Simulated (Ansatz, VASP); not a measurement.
Two plane-wave programs on Pb

```xyz
1
Lattice="0.0000 2.5197 2.5197 2.5197 0.0000 2.5197 2.5197 2.5197 0.0000" Properties=species:S:1:pos:R:3 pbc="T T T"
Pb    0.0000    0.0000    0.0000
```

Alike in both runs: functional PBE; k mesh 15 × 15 × 15; occupations fermi-dirac, width 0.1 eV; no spin polarisation.

Ansatz relaxed the structure, and its values are those at the end. VASP's run is a single point on that final structure, the one shown.

|  | VASP | Ansatz |
| --- | --- | --- |
| version | VASP 6.6.1 | Ansatz 0.2.0 |
| potentials or method | VASP PAW PBE potentials, release 64 (Pb_d) | PAW with Ansatz's default frozen-core files, scalar-relativistic |
| plane-wave cutoff (eV) | 500 | 420 |
| valence electrons in the cell | 14 | 14 |

```tsv
	VASP	Ansatz	Ansatz less VASP
pressure (GPa)	0.0	0.0	+0.05
```

Neither program's run includes spin-orbit coupling.
